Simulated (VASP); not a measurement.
# SrO (Immm) in VASP: further runs

The runs below take SrO through single point, with r2SCAN.

All numbers are computed with VASP 6.6.1; they aren't measurements. Logs are shortened: lines on timing, memory, paths and dates and some standing lists are left out, and cuts for length are marked.

## 1. The cell of the first run

Symmetry: Immm, No. 71, orthorhombic system. Conventional cell: a = 3.562 Å, b = 3.707 Å, c = 5.140 Å, α = 90.00°, β = 90.00°, γ = 90.00°. Sr (site symmetry mmm) has 6 O at 2.57 Å within 3.4 Å. O (site symmetry mmm) has 6 Sr at 2.57 Å within 3.4 Å.

## 2. Single point, r2SCAN (strain -0.0400 x Voigt [0, 0, 0, 0, 1, 0])

File POSCAR:

```
SrO
1.0
   -0.0513960000      2.5698000000      2.5698000000
    2.5184040000      0.0000000000      2.5184040000
    2.5698000000      2.5698000000     -0.0513960000
Sr O
1 1
Direct
    0.0000000000      0.0000000000      0.0000000000
    0.5000000000      0.5000000000      0.5000000000
```

File INCAR.step1:

```
SYSTEM = SrO
ALGO     = Normal         ! electronic algorithm
EDIFF    = 1E-4           ! SCF threshold, eV
ENCUT    = 520            ! plane-wave cutoff, eV
GGA      = PE             ! functional
ISMEAR   = 0              ! smearing method
LASPH    = .True.         ! aspherical terms in the spheres
LCHARG   = .False.        ! write CHGCAR
LREAL    = .False.        ! projectors in reciprocal space
LWAVE    = .True.         ! write WAVECAR
NBANDS   = 15             ! bands
NELM     = 60             ! most SCF steps
PREC     = Accurate       ! precision mode
SIGMA    = 0.05           ! smearing width, eV
```

File INCAR.step2:

```
SYSTEM = SrO
ALGO     = Normal         ! electronic algorithm
EDIFF    = 1E-6           ! SCF threshold, eV
ENCUT    = 520            ! plane-wave cutoff, eV
ISIF     = 2              ! what is computed and relaxed
ISMEAR   = 0              ! smearing method
ISTART   = 1            
LASPH    = .True.         ! aspherical terms in the spheres
LCHARG   = .True.         ! write CHGCAR
LELF     = .True.         ! ELF
LMIXTAU  = .True.       
LREAL    = .False.        ! projectors in reciprocal space
LVHAR    = .True.       
LWAVE    = .False.        ! write WAVECAR
METAGGA  = R2SCAN         ! meta-GGA
NBANDS   = 15             ! bands
NELM     = 60             ! most SCF steps
PREC     = Accurate       ! precision mode
SIGMA    = 0.05           ! smearing width, eV
```

File KPOINTS:

```
k-points
0
Gamma
  8 8 8
  0 0 0
```

Potentials or basis: VASP PAW PBE potentials, release 64 (Sr_sv, O).

Command:

```
$ cat potpaw_PBE.64/Sr_sv/POTCAR potpaw_PBE.64/O/POTCAR > POTCAR
$ cp INCAR.step1 INCAR
$ mpirun -np 1 vasp_std > vasp.out
$ cp INCAR.step2 INCAR
$ mpirun -np 1 vasp_std > vasp.out
```

OUTCAR:

```text
SYSTEM = SrO
   EDIFF = 1E-6
   ENCUT = 520
   ISIF = 2
   ISMEAR = 0
   ISTART = 1
   LASPH = .True.
   LREAL = .False.
   METAGGA = R2SCAN
   NELM = 60
   PREC = Accurate

 ion  position               nearest neighbor table
   1  0.000  0.000  0.000-   2 2.57   2 2.57   2 2.57   2 2.57   2 2.57   2 2.57
   2  0.500  0.500  0.500-   1 2.57   1 2.57   1 2.57   1 2.57   1 2.57   1 2.57

  LATTYP: Found a body centered orthorhombic cell.
 ALAT       =     3.5615610923
 B/A-ratio  =     1.0408163265
 C/A-ratio  =     1.4430750636

  Lattice vectors:

 A1 = (   2.5698000000,  -2.5698000000,  -0.0513960000)
 A2 = (  -2.5698000000,  -2.5698000000,   0.0513960000)
 A3 = (   0.0513960000,   2.5698000000,  -2.5698000000)

Analysis of symmetry for initial positions (statically):
=====================================================================
 Subroutine PRICEL returns:
 Original cell was already a primitive cell.

 Routine SETGRP: Setting up the symmetry group for a
 body centered orthorhombic supercell.

 Subroutine GETGRP returns: Found  8 space group operations
 (whereof  8 operations were pure point group operations)
 out of a pool of  8 trial point group operations.

The static configuration has the point symmetry D_2h.

Analysis of symmetry for dynamics (positions and initial velocities):
=====================================================================
 Subroutine PRICEL returns:
 Original cell was already a primitive cell.

 Routine SETGRP: Setting up the symmetry group for a
 body centered orthorhombic supercell.

 Subroutine GETGRP returns: Found  8 space group operations
 (whereof  8 operations were pure point group operations)
 out of a pool of  8 trial point group operations.

The dynamic configuration has the point symmetry D_2h.

 Subroutine INISYM returns: Found  8 space group operations
 (whereof  8 operations are pure point group operations),
 and found     1 'primitive' translations

----------------------------------------------------------------------------------------

                                     Primitive cell

  volume of cell :      33.9277

  direct lattice vectors                    reciprocal lattice vectors
    -0.051396000  2.569800000  2.569800000    -0.190752618  0.194567671  0.190752618
     2.518404000  0.000000000  2.518404000     0.198538439 -0.194567671  0.198538439
     2.569800000  2.569800000 -0.051396000     0.190752618  0.194567671 -0.190752618

  length of vectors
     3.634609419  3.561561092  3.634609419     0.332610435  0.341601526  0.332610435

  position of ions in fractional coordinates (direct lattice)
     0.000000000  0.000000000  0.000000000
     0.500000000  0.500000000  0.500000000

  ion indices of the primitive-cell ions
   primitive index   ion index
                 1           1
                 2           2

----------------------------------------------------------------------------------------

 KPOINTS: k-points

Automatic generation of k-mesh.
 Grid dimensions read from file:
 generate k-points for:    8    8    8

 Generating k-lattice:

  Cartesian coordinates                     Fractional coordinates (reciprocal lattice)
    -0.023844077  0.024320959  0.023844077     0.125000000  0.000000000  0.000000000
     0.024817305 -0.024320959  0.024817305     0.000000000  0.125000000  0.000000000
     0.023844077  0.024320959 -0.023844077     0.000000000  0.000000000  0.125000000

  Length of vectors
     0.041576304  0.042700191  0.041576304

  Shift w.r.t. Gamma in fractional coordinates (k-lattice)
     0.000000000  0.000000000  0.000000000

 Subroutine IBZKPT returns following result:
 ===========================================

 Found     95 irreducible k-points:

 Following reciprocal coordinates:
            Coordinates               Weight
  0.000000  0.000000  0.000000      1.000000
  0.125000  0.000000 -0.000000      4.000000
  0.250000  0.000000 -0.000000      4.000000
  0.375000  0.000000  0.000000      4.000000
  0.500000  0.000000 -0.000000      2.000000
  0.000000  0.125000 -0.000000      4.000000
[... 16 lines left out ...]
  0.125000  0.375000 -0.000000      8.000000
  0.250000  0.375000 -0.000000      8.000000
 [... further k-points ...]
   k-points           NKPTS =     95   k-points in BZ     NKDIM =     95   number of bands    NBANDS=     15
   number of dos      NEDOS =    301   number of ions     NIONS =      2
   total plane-waves  NPLWV =  21952
   dimension x,y,z NGX =    28 NGY =   28 NGZ =   28
   dimension x,y,z NGXF=    56 NGYF=   56 NGZF=   56
   ions per type =               1   1
   NGX,Y,Z   is equivalent  to a cutoff of  12.81, 13.07, 12.81 a.u.
   NGXF,Y,Z  is equivalent  to a cutoff of  25.61, 26.14, 25.61 a.u.
 SYSTEM =  SrO
   PREC   = accura    normal or accurate (medium, high low for compatibility)
   ISTART =      1    job   : 0-new  1-cont  2-samecut
   ICHARG =      0    charge: 1-file 2-atom 10-const
   ISPIN  =      1    spin polarized calculation?
   LNONCOLLINEAR =      F non collinear calculations
   LSORBIT =      F    spin-orbit coupling
   LASPH  =      T    aspherical Exc in radial PAW
   ENCUT  =  520.0 eV  38.22 Ry    6.18 a.u.   6.76  6.62  6.76*2*pi/ulx,y,z
   NELM   =     60;   NELMIN=  2; NELMDL=  0     # of ELM steps
   EDIFF  = 0.1E-05   stopping-criterion for ELM
   LREAL  =      F    real-space projection
   EDIFFG = 0.1E-04   stopping-criterion for IOM
   NSW    =      0    number of steps for IOM
   IBRION =     -1    ionic relax: 0-MD 1-quasi-New 2-CG
   NFREE  =      0    steps in history (QN), initial steepest desc. (CG)
   ISIF   =      2    stress and relaxation
   ISYM   =      2    0-nonsym 1-usesym 2-fastsym
   POTIM  = 0.5000    time-step for ionic-motion
   TEBEG  =    0.0;   TEEND  =   0.0 temperature during run
   PSTRESS=    0.0 pullay stress
   NELECT =      16.0000    total number of electrons
   NUPDOWN=      -1.0000    fix difference up-down
   EMIN   =  10.00;   EMAX   =-10.00  energy-range for DOS
   EFERMI =   0.00;   METHOD = LEGACY
   ISMEAR =     0;   SIGMA  =   0.05  broadening in eV -4-tet -1-fermi 0-gaus
   EFERMI_NEDOS =   21; number of points for ismear=-14 and -15
   IALGO  =     38    algorithm
   IMIX   =      4    mixing-type and parameters
     AMIX     =   0.40;   BMIX     =  1.00
     AMIX_MAG =   1.60;   BMIX_MAG =  1.00
  volume/ion in A,a.u.               =      16.96       114.48
  Fermi-wavevector in a.u.,A,eV,Ry     =   1.274276  2.408032 22.092850  1.623779
  Thomas-Fermi vector in A             =   2.407053
   LORBIT       =      0    0 simple, 1 ext, 2 COOP (PROOUT), +10 PAW based schemes
   METAGGA = R2SCAN    functional components
   LHFCALC =     F    Hartree Fock is set to
   AEXX    =    0.0000 exact exchange contribution
   IVDW    =     0    specifies the selected vdW correction
   LEPSILON=     F    determine dielectric tensor
   LRPA    =     F    only Hartree local field effects (RPA)
 non-spin polarized calculation
 Gauss-broadening in eV      SIGMA  =   0.05
  energy-cutoff  :      520.00
  volume of cell :       33.93
 maximum number of plane-waves:       935
   NGX = 13   NGY = 13   NGZ = 13

 number of electron      15.9999998 magnetization

 Free energy of the ion-electron system (eV)
  ---------------------------------------------------
  ext. energy  EPLUGINS =         0.00000000
  ---------------------------------------------------
  free energy    TOTEN  =       -27.04308284 eV

  energy without entropy =      -27.04308284  energy(sigma->0) =      -27.04308284

 E-fermi :   1.7226     XC(G=0): -10.5960

 val. band max:        1.4024480997   @ k =   0.0000   0.0000   0.0000
 cond. band min:       5.0896136224   @ k =   0.5000   0.0000   0.5000
 fundamental gap:      3.6871655226
 Fermi energy:         1.7225556376

 k-point     1 :       0.0000    0.0000    0.0000
  band No.  band energies     occupation
      1     -32.1231      2.00000
      2     -14.6761      2.00000
      3     -13.1497      2.00000
      4     -13.1441      2.00000
      5     -13.1338      2.00000
      6       1.3159      2.00000
      7       1.3526      2.00000
      8       1.4024      2.00000
      9       6.0129      0.00000
     10       7.8828      0.00000
     11       8.1241      0.00000
     12       8.3874      0.00000
     13      10.4689      0.00000
     14      10.4721      0.00000
     15      14.6712      0.00000

 k-point     2 :       0.1250    0.0000   -0.0000
  band No.  band energies     occupation
      1     -32.1041      2.00000
      2     -14.9730      2.00000
      3     -13.1539      2.00000
      4     -13.1459      2.00000
      5     -12.8949      2.00000
      6       0.9064      2.00000
      7       1.1475      2.00000
      8       1.2235      2.00000
      9       6.6759      0.00000
     10       7.8553      0.00000
     11       8.3480      0.00000
     12       8.6873      0.00000
     13      10.8786      0.00000
     14      10.8829      0.00000
     15      15.6144      0.00000

 k-point     3 :       0.2500    0.0000   -0.0000
  band No.  band energies     occupation
      1     -32.0577      2.00000
      2     -15.4956      2.00000
      3     -13.1749      2.00000
      4     -13.1731      2.00000
      5     -12.4789      2.00000
      6       0.1105      2.00000
      7       0.7270      2.00000
      8       0.8329      2.00000
      9       7.8044      0.00000
     10       8.2425      0.00000
     11       9.1338      0.00000
     12       9.4978      0.00000
     13      11.9177      0.00000
     14      11.9193      0.00000
     15      17.5339      0.00000

 k-point     4 :       0.3750    0.0000    0.0000
  band No.  band energies     occupation
      1     -32.0106      2.00000
      2     -15.9029      2.00000
      3     -13.2034      2.00000
      4     -13.1919      2.00000
      5     -12.1779      2.00000
      6      -0.5275      2.00000
      7       0.3566      2.00000
      8       0.4870      2.00000
      9       8.1629      0.00000
     10       9.7267      0.00000
     11      10.1055      0.00000
     12      10.4769      0.00000
     13      13.1902      0.00000
     14      13.2111      0.00000
     15      17.5629      0.00000
[... 307 lines left out ...]
 k-point    22 :      -0.0000    0.3750   -0.0000
  band No.  band energies     occupation
      1     -31.9947      2.00000
      2     -15.8764      2.00000
      3     -13.2319      2.00000
      4     -13.2096      2.00000
      5     -12.2628      2.00000
      6      -0.5232      2.00000
      7       0.2533      2.00000
      8       0.3733      2.00000
      9       8.2437      0.00000
     10       9.8138      0.00000
     11      10.1963      0.00000
     12      10.6065      0.00000
     13      13.1680      0.00000
     14      13.2052      0.00000
     15      17.9207      0.00000

 k-point    23 :       0.1250    0.3750   -0.0000
  band No.  band energies     occupation
      1     -31.9998      2.00000
      2     -15.6936      2.00000
      3     -13.2906      2.00000
      4     -13.2544      2.00000
      5     -12.4578      2.00000
      6      -0.2674      2.00000
      7       0.4482      2.00000
      8       0.6764      2.00000
      9       7.4377      0.00000
     10       9.1735      0.00000
     11      10.3908      0.00000
     12      10.8364      0.00000
     13      12.5357      0.00000
     14      13.0739      0.00000
     15      18.1755      0.00000

 k-point    24 :       0.2500    0.3750   -0.0000
  band No.  band energies     occupation
      1     -31.9883      2.00000
      2     -15.3979      2.00000
      3     -13.3976      2.00000
      4     -13.3706      2.00000
      5     -12.8802      2.00000
      6       0.0849      2.00000
      7       0.9366      2.00000
      8       1.0514      2.00000
      9       6.1120      0.00000
     10       9.0319      0.00000
     11      11.1354      0.00000
     12      11.4417      0.00000
     13      12.0612      0.00000
     14      13.0027      0.00000
     15      18.5420      0.00000

 [... further k-points ...]
[... 5 lines left out ...]
  --------------------------------------------------------------------------------------
  -------------------------------------------------------------------------------------
  Total        0.3610095      0.3377129      0.3610095      0.0000000      0.0000000      0.4685407
  in kB       17.0480633     15.9479191     17.0480633      0.0000000      0.0000000     22.1260376
  external PRESSURE =      16.6813486 kB  Pullay stress =       0.0000000 kB

 VOLUME and BASIS-vectors are now :
 -----------------------------------------------------------------------------
  energy-cutoff  :      520.00
  volume of cell :       33.93
      direct lattice vectors                 reciprocal lattice vectors
    -0.051396000  2.569800000  2.569800000    -0.190752618  0.194567671  0.190752618
     2.518404000  0.000000000  2.518404000     0.198538439 -0.194567671  0.198538439
     2.569800000  2.569800000 -0.051396000     0.190752618  0.194567671 -0.190752618

 POSITION                                       TOTAL-FORCE (eV/Angst)
 -----------------------------------------------------------------------------------
      0.00000      0.00000      0.00000         0.000000      0.000000      0.000000
      2.51840      2.56980      2.51840        -0.000000      0.000000     -0.000000
 -----------------------------------------------------------------------------------
    total drift:                                0.000000      0.000000      0.000000

  FREE ENERGIE OF THE ION-ELECTRON SYSTEM (eV)
  ---------------------------------------------------
  free  energy   TOTEN  =       -27.0430828439 eV

  energy  without entropy=      -27.0430828439  energy(sigma->0) =      -27.04308284
```

It took 3.8 min on 1 thread of Intel Xeon Platinum 8259CL at 2.50GHz (Skylake/Cascade Lake), shared host; peak memory 0.2 GiB.

What came out:

```yaml
Free_energy: -27.0431 eV
Pressure: 1.7 GPa
Band_gap_on_the_k_mesh: 3.69 eV, indirect (least direct gap 3.77 eV)
```

Stress tensor (GPa, compression positive):
```
1.70 0.00 2.21
0.00 1.59 0.00
2.21 0.00 1.70
```

Caveat: the cell differs from its parent crystal (strain -0.0400 x Voigt [0, 0, 0, 0, 1, 0]); the PAW data sets were made with another functional, which shifts forces and pressure a little.

## 3. Single point, r2SCAN (strain +0.0300 x Voigt [0, 0, 0, 0, 1, 0])

File POSCAR:

```
SrO
1.0
    0.0385470000      2.5698000000      2.5698000000
    2.6083470000      0.0000000000      2.6083470000
    2.5698000000      2.5698000000      0.0385470000
Sr O
1 1
Direct
    0.0000000000      0.0000000000      0.0000000000
    0.5000000000      0.5000000000      0.5000000000
```

File INCAR.step1:

```
PREC = Accurate
ENCUT = 520
ISMEAR = 0
SIGMA = 0.05
LREAL = F
LASPH = T
NELM = 60
NBANDS = 15
GGA = PE
ALGO = Normal
EDIFF = 1E-4
LWAVE = T
LCHARG = F
```

File INCAR.step2:

```
PREC = Accurate
ENCUT = 520
EDIFF = 1E-6
ISMEAR = 0
SIGMA = 0.05
LREAL = F
LASPH = T
NELM = 60
ALGO = Normal
ISIF = 2
LWAVE = F
LCHARG = T
METAGGA = R2SCAN
LMIXTAU = T
LELF = T
LVHAR = T
NBANDS = 15
ISTART = 1
```

File KPOINTS:

```
Automatic mesh
0
Gamma
  8 8 8
```

Potentials or basis: VASP PAW PBE potentials, release 64 (Sr_sv, O).

Command:

```
$ cat potpaw_PBE.64/Sr_sv/POTCAR potpaw_PBE.64/O/POTCAR > POTCAR
$ cp INCAR.step1 INCAR
$ mpirun -np 1 vasp_std > vasp.out
$ cp INCAR.step2 INCAR
$ mpirun -np 1 vasp_std > vasp.out
```

Run time: 3.2 min. Hardware: 1 thread of Intel Xeon Platinum 8259CL at 2.50GHz (Skylake/Cascade Lake), shared host; peak memory 0.2 GiB.

Results (log left out):

| Property | Result |
| --- | --- |
| Free energy | -27.0473 eV |
| Pressure | 1.7 GPa |
| Band gap on the k mesh | 3.70 eV, indirect (least direct gap 3.78 eV) |

Stress tensor (GPa, compression positive):
```
 1.70  0.00 -1.66
 0.00  1.64  0.00
-1.66  0.00  1.70
```

Levels at points of the mesh, in eV from the valence-band top:
```csv
k point,band 4,band 5,band 6,band 7,band 8,band 9,band 10,band 11,band 12,band 13
"(0.00, 0.00, 0.00)",-14.53,-14.52,-0.06,-0.04,0.00,4.63,6.56,6.74,6.93,9.08
"(0.50, 0.00, 0.00)",-14.61,-13.54,-2.16,-1.26,-1.16,7.11,9.08,9.38,9.68,12.65
"(0.00, 0.50, 0.00)",-14.59,-13.47,-2.15,-1.17,-1.07,7.03,9.04,9.24,9.53,12.62
"(0.50, 0.50, 0.00)",-14.89,-14.89,-0.47,-0.12,-0.12,3.70,8.48,10.87,11.10,11.68
"(0.50, 0.00, 0.50)",-14.91,-14.87,-0.46,-0.15,-0.08,3.70,8.50,10.90,11.10,11.66
```

Caveat: the cell differs from its parent crystal (strain +0.0300 x Voigt [0, 0, 0, 0, 1, 0]); the PAW data sets were made with another functional, which shifts forces and pressure a little. A k mesh can miss the band edges.

(Part 1 of 2 ends here.)
